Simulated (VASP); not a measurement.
# WS2 (P6_3/mmc) in VASP: single point with r2SCAN

Aim: the single point of WS2 with r2SCAN.

Everything below comes from runs of VASP 6.6.1. Logs are shortened: lines on timing, memory, paths and dates and some standing lists are left out, and cuts for length are marked.

## 1. The cell of the first run

It takes space group P6_3/mmc (No. 194, hexagonal). Conventional cell: a = 3.180 Å, b = 3.180 Å, c = 12.500 Å, α = 90.00°, β = 90.00°, γ = 120.00°. Within 3.2 Å of W (site symmetry -6m2) lie 6 S at 2.41 Å and 6 W at 3.18 Å. Within 3.2 Å of S (site symmetry 3m) lie 3 W at 2.41 Å and 7 S at 3.12 to 3.18 Å.

## 2. Single point, r2SCAN

File POSCAR:

```
WS2
1.0
    3.1800000000      0.0000000000      0.0000000000
   -1.5900000000      2.7539607840      0.0000000000
    0.0000000000      0.0000000000     12.5000000000
W S
2 4
Direct
    0.3333333333      0.6666666667      0.2500000000
    0.6666666667      0.3333333333      0.7500000000
    0.3333333333      0.6666666667      0.6250000000
    0.6666666667      0.3333333333      0.1250000000
    0.3333333333      0.6666666667      0.8750000000
    0.6666666667      0.3333333333      0.3750000000
```

File INCAR.step1:

```
SYSTEM = WS2
ALGO = Normal
EDIFF = 1E-4
ENCUT = 520
GGA = PE
ISMEAR = 0
LASPH = .TRUE.
LCHARG = .FALSE.
LREAL = .FALSE.
LWAVE = .TRUE.
NBANDS = 35
NELM = 100
PREC = Accurate
SIGMA = 0.01
```

File INCAR.step2:

```
SYSTEM = WS2
ALGO = Normal
EDIFF = 1E-7
ENCUT = 520
ISIF = 2
ISMEAR = 0
ISTART = 1
LASPH = .TRUE.
LCHARG = .TRUE.
LELF = .TRUE.
LMIXTAU = .TRUE.
LREAL = .FALSE.
LVHAR = .TRUE.
LWAVE = .FALSE.
METAGGA = R2SCAN
NBANDS = 35
NELM = 100
PREC = Accurate
SIGMA = 0.01
```

File KPOINTS:

```
k-points
0
G
  9 9 2
  0 0 0
```

Potentials or basis: VASP PAW PBE potentials, release 64 (W_sv, S).

Run with:

```bash
$ cat potpaw_PBE.64/W_sv/POTCAR potpaw_PBE.64/S/POTCAR > POTCAR
$ cp INCAR.step1 INCAR
$ mpirun -np 1 vasp_std > vasp.out
$ cp INCAR.step2 INCAR
$ mpirun -np 1 vasp_std > vasp.out
```

OUTCAR:

```text
SYSTEM = WS2
   EDIFF = 1E-7
   ENCUT = 520
   ISIF = 2
   ISMEAR = 0
   ISTART = 1
   LASPH = .TRUE.
   LREAL = .FALSE.
   METAGGA = R2SCAN
   NELM = 100
   PREC = Accurate

 ion  position               nearest neighbor table
   1  0.333  0.667  0.250-   4 2.41   6 2.41   4 2.41   6 2.41   4 2.41   6 2.41
   2  0.667  0.333  0.750-   3 2.41   5 2.41   3 2.41   5 2.41   3 2.41   5 2.41
   3  0.333  0.667  0.625-   2 2.41   2 2.41   2 2.41
   4  0.667  0.333  0.125-   1 2.41   1 2.41   1 2.41
   5  0.333  0.667  0.875-   2 2.41   2 2.41   2 2.41
   6  0.667  0.333  0.375-   1 2.41   1 2.41   1 2.41

  LATTYP: Found a hexagonal cell.
 ALAT       =     3.1800000000
 C/A-ratio  =     3.9308176101

  Lattice vectors:

 A1 = (   3.1800000000,   0.0000000000,   0.0000000000)
 A2 = (  -1.5900000000,   2.7539607840,   0.0000000000)
 A3 = (   0.0000000000,   0.0000000000,  12.5000000000)

Analysis of symmetry for initial positions (statically):
=====================================================================
 Subroutine PRICEL returns:
 Original cell was already a primitive cell.

 Routine SETGRP: Setting up the symmetry group for a
 hexagonal supercell.

 Subroutine GETGRP returns: Found 24 space group operations
 (whereof 12 operations were pure point group operations)
 out of a pool of 24 trial point group operations.

The static configuration has the point symmetry D_3d.
 The point group associated with its full space group is D_6h.

Analysis of symmetry for dynamics (positions and initial velocities):
=====================================================================
 Subroutine PRICEL returns:
 Original cell was already a primitive cell.

 Routine SETGRP: Setting up the symmetry group for a
 hexagonal supercell.

 Subroutine GETGRP returns: Found 24 space group operations
 (whereof 12 operations were pure point group operations)
 out of a pool of 24 trial point group operations.

The dynamic configuration has the point symmetry D_3d.
 The point group associated with its full space group is D_6h.

 Subroutine INISYM returns: Found 24 space group operations
 (whereof 12 operations are pure point group operations),
 and found     1 'primitive' translations

----------------------------------------------------------------------------------------

                                     Primitive cell

  volume of cell :     109.4699

  direct lattice vectors                    reciprocal lattice vectors
     3.180000000  0.000000000  0.000000000     0.314465409  0.181556688  0.000000000
    -1.590000000  2.753960784  0.000000000     0.000000000  0.363113377  0.000000000
     0.000000000  0.000000000 12.500000000     0.000000000  0.000000000  0.080000000

  length of vectors
     3.180000000  3.180000000 12.500000000     0.363113377  0.363113377  0.080000000

  position of ions in fractional coordinates (direct lattice)
     0.333333333  0.666666667  0.250000000
     0.666666667  0.333333333  0.750000000
     0.333333333  0.666666667  0.625000000
     0.666666667  0.333333333  0.125000000
     0.333333333  0.666666667  0.875000000
     0.666666667  0.333333333  0.375000000

  ion indices of the primitive-cell ions
   primitive index   ion index
                 1           1
                 2           2
                 3           3
                 4           4
                 5           5
                 6           6

----------------------------------------------------------------------------------------

 KPOINTS: k-points

Automatic generation of k-mesh.
 Grid dimensions read from file:
 generate k-points for:    9    9    2

 Generating k-lattice:

  Cartesian coordinates                     Fractional coordinates (reciprocal lattice)
     0.034940601  0.020172965  0.000000000     0.111111111  0.000000000  0.000000000
     0.000000000  0.040345931  0.000000000     0.000000000  0.111111111  0.000000000
     0.000000000  0.000000000  0.040000000     0.000000000  0.000000000  0.500000000

  Length of vectors
     0.040345931  0.040345931  0.040000000

  Shift w.r.t. Gamma in fractional coordinates (k-lattice)
     0.000000000  0.000000000  0.000000000

 Subroutine IBZKPT returns following result:
 ===========================================

 Found     24 irreducible k-points:

 Following reciprocal coordinates:
            Coordinates               Weight
  0.000000  0.000000  0.000000      1.000000
  0.111111 -0.000000  0.000000      6.000000
  0.222222 -0.000000  0.000000      6.000000
  0.333333 -0.000000  0.000000      6.000000
  0.444444 -0.000000  0.000000      6.000000
  0.111111  0.111111  0.000000      6.000000
[... 16 lines left out ...]
  0.333333  0.222222  0.500000     12.000000
  0.333333  0.333333  0.500000      2.000000
   k-points           NKPTS =     24   k-points in BZ     NKDIM =     24   number of bands    NBANDS=     35
   number of dos      NEDOS =    301   number of ions     NIONS =      6
   total plane-waves  NPLWV =  55296
   dimension x,y,z NGX =    24 NGY =   24 NGZ =   96
   dimension x,y,z NGXF=    48 NGYF=   48 NGZF=  192
   ions per type =               2   4
   NGX,Y,Z   is equivalent  to a cutoff of  12.55, 12.55, 12.77 a.u.
   NGXF,Y,Z  is equivalent  to a cutoff of  25.09, 25.09, 25.54 a.u.
 SYSTEM =  WS2
   PREC   = accura    normal or accurate (medium, high low for compatibility)
   ISTART =      1    job   : 0-new  1-cont  2-samecut
   ICHARG =      0    charge: 1-file 2-atom 10-const
   ISPIN  =      1    spin polarized calculation?
   LNONCOLLINEAR =      F non collinear calculations
   LSORBIT =      F    spin-orbit coupling
   LASPH  =      T    aspherical Exc in radial PAW
   ENCUT  =  520.0 eV  38.22 Ry    6.18 a.u.   5.91  5.91 23.24*2*pi/ulx,y,z
   NELM   =    100;   NELMIN=  2; NELMDL=  0     # of ELM steps
   EDIFF  = 0.1E-06   stopping-criterion for ELM
   LREAL  =      F    real-space projection
   EDIFFG = 0.1E-05   stopping-criterion for IOM
   NSW    =      0    number of steps for IOM
   IBRION =     -1    ionic relax: 0-MD 1-quasi-New 2-CG
   NFREE  =      0    steps in history (QN), initial steepest desc. (CG)
   ISIF   =      2    stress and relaxation
   ISYM   =      2    0-nonsym 1-usesym 2-fastsym
   POTIM  = 0.5000    time-step for ionic-motion
   TEBEG  =    0.0;   TEEND  =   0.0 temperature during run
   PSTRESS=    0.0 pullay stress
   NELECT =      52.0000    total number of electrons
   NUPDOWN=      -1.0000    fix difference up-down
   EMIN   =  10.00;   EMAX   =-10.00  energy-range for DOS
   EFERMI =   0.00;   METHOD = LEGACY
   ISMEAR =     0;   SIGMA  =   0.01  broadening in eV -4-tet -1-fermi 0-gaus
   EFERMI_NEDOS =   21; number of points for ismear=-14 and -15
   IALGO  =     38    algorithm
   IMIX   =      4    mixing-type and parameters
     AMIX     =   0.40;   BMIX     =  1.00
     AMIX_MAG =   1.60;   BMIX_MAG =  1.00
  volume/ion in A,a.u.               =      18.24       123.12
  Fermi-wavevector in a.u.,A,eV,Ry     =   1.277353  2.413847 22.199688  1.631631
  Thomas-Fermi vector in A             =   2.409958
   LORBIT       =      0    0 simple, 1 ext, 2 COOP (PROOUT), +10 PAW based schemes
   METAGGA = R2SCAN    functional components
   LHFCALC =     F    Hartree Fock is set to
   AEXX    =    0.0000 exact exchange contribution
   IVDW    =     0    specifies the selected vdW correction
   LEPSILON=     F    determine dielectric tensor
   LRPA    =     F    only Hartree local field effects (RPA)
 non-spin polarized calculation
 Gauss-broadening in eV      SIGMA  =   0.01
  energy-cutoff  :      520.00
  volume of cell :      109.47
 maximum number of plane-waves:      2980
 NGX is ok and might be reduce to    24
   NGX = 11   NGY = 11   NGZ = 47

 number of electron      52.0000006 magnetization

 Free energy of the ion-electron system (eV)
  ---------------------------------------------------
  ext. energy  EPLUGINS =         0.00000000
  ---------------------------------------------------
  free energy    TOTEN  =      -140.14561304 eV

  energy without entropy =     -140.14561304  energy(sigma->0) =     -140.14561304

 E-fermi :   7.2582     XC(G=0): -11.4814

 val. band max:        6.9941017304   @ k =   0.0000   0.0000   0.0000
 cond. band min:       8.2582104983   @ k =   0.2222   0.1111   0.0000
 fundamental gap:      1.2641087679
 Fermi energy:         7.2582453817

 k-point     1 :       0.0000    0.0000    0.0000
  band No.  band energies     occupation
      1     -69.6292      2.00000
      2     -69.6292      2.00000
      3     -33.2176      2.00000
      4     -33.2176      2.00000
      5     -33.0610      2.00000
      6     -33.0610      2.00000
[... 27 lines left out ...]
     34       9.6257      0.00000
     35      12.1342      0.00000

 k-point     2 :       0.1111   -0.0000    0.0000
  band No.  band energies     occupation
      1     -69.6269      2.00000
      2     -69.6269      2.00000
      3     -33.2097      2.00000
      4     -33.2097      2.00000
      5     -33.1040      2.00000
      6     -33.1040      2.00000
[... 27 lines left out ...]
     34       9.8066      0.00000
     35      13.0271      0.00000

 k-point     3 :       0.2222   -0.0000    0.0000
  band No.  band energies     occupation
      1     -69.6212      2.00000
      2     -69.6212      2.00000
      3     -33.2113      2.00000
      4     -33.2113      2.00000
      5     -33.1896      2.00000
      6     -33.1896      2.00000
[... 27 lines left out ...]
     34      10.5830      0.00000
     35      14.1981      0.00000
[... 723 lines left out ...]
 k-point    23 :       0.3333    0.2222    0.5000
  band No.  band energies     occupation
      1     -69.6086      2.00000
      2     -69.6086      2.00000
      3     -33.3654      2.00000
      4     -33.3654      2.00000
      5     -33.2298      2.00000
      6     -33.2298      2.00000
[... 27 lines left out ...]
     34      11.7905      0.00000
     35      13.2741      0.00000

 k-point    24 :       0.3333    0.3333    0.5000
  band No.  band energies     occupation
      1     -69.6074      2.00000
      2     -69.6074      2.00000
      3     -33.3285      2.00000
      4     -33.3285      2.00000
      5     -33.2930      2.00000
      6     -33.2930      2.00000
[... 27 lines left out ...]
     34      12.0732      0.00000
     35      13.8176      0.00000

------------------------ aborting loop because EDIFF is reached ----------------------------------------

  FORCE on cell =-STRESS in cart. coord.  units (eV):
  Direction    XX          YY          ZZ          XY          YZ          ZX
  --------------------------------------------------------------------------------------
  -------------------------------------------------------------------------------------
  Total        0.2214404      0.2214404      0.4116452      0.0000000      0.0000000      0.0000000
  in kB        3.2409518      3.2409518      6.0247464      0.0000000      0.0000000      0.0000000
  external PRESSURE =       4.1688834 kB  Pullay stress =       0.0000000 kB

 VOLUME and BASIS-vectors are now :
 -----------------------------------------------------------------------------
  energy-cutoff  :      520.00
  volume of cell :      109.47
      direct lattice vectors                 reciprocal lattice vectors
     3.180000000  0.000000000  0.000000000     0.314465409  0.181556688  0.000000000
    -1.590000000  2.753960784  0.000000000     0.000000000  0.363113377  0.000000000
     0.000000000  0.000000000 12.500000000     0.000000000  0.000000000  0.080000000

 POSITION                                       TOTAL-FORCE (eV/Angst)
 -----------------------------------------------------------------------------------
     -0.00000      1.83597      3.12500         0.000000      0.000000     -0.000000
      1.59000      0.91799      9.37500         0.000000      0.000000     -0.000000
     -0.00000      1.83597      7.81250        -0.000000      0.000000      0.093355
      1.59000      0.91799      1.56250         0.000000     -0.000000      0.093355
     -0.00000      1.83597     10.93750        -0.000000      0.000000     -0.093355
      1.59000      0.91799      4.68750        -0.000000      0.000000     -0.093355
 -----------------------------------------------------------------------------------
    total drift:                               -0.000000      0.000000     -0.000000

  FREE ENERGIE OF THE ION-ELECTRON SYSTEM (eV)
  ---------------------------------------------------
  free  energy   TOTEN  =      -140.1456130382 eV

  energy  without entropy=     -140.1456130382  energy(sigma->0) =     -140.14561304
```

Run time: 6.4 min. Hardware: 1 thread of Intel Xeon 8259CL, shared host; peak memory 0.28 GiB.

Results:

| Quantity | Value |
| --- | --- |
| Free energy | -140.1456 eV |
| Pressure | 0.4 GPa |
| Largest force | 0.093 eV/Å |
| Band gap on the k mesh | 1.26 eV (least direct gap 1.87 eV) |

Forces on the atoms (eV/Å):
```
W    0.000  0.000  0.000
W    0.000  0.000  0.000
S    0.000  0.000  0.093
S    0.000  0.000  0.093
S    0.000  0.000 -0.093
S    0.000  0.000 -0.093
```

Stress tensor (GPa, compression positive):
```
0.32 0.00 0.00
0.00 0.32 0.00
0.00 0.00 0.60
```

Caveat: the PAW data sets were made with another functional, which shifts forces and pressure a little; spin-orbit coupling is left out, which moves the levels of the heavy elements; an odd mesh through Γ misses points on the zone boundary, where band edges can lie. r2SCAN opens gaps a little over a GGA but as a rule still falls short of measured ones.
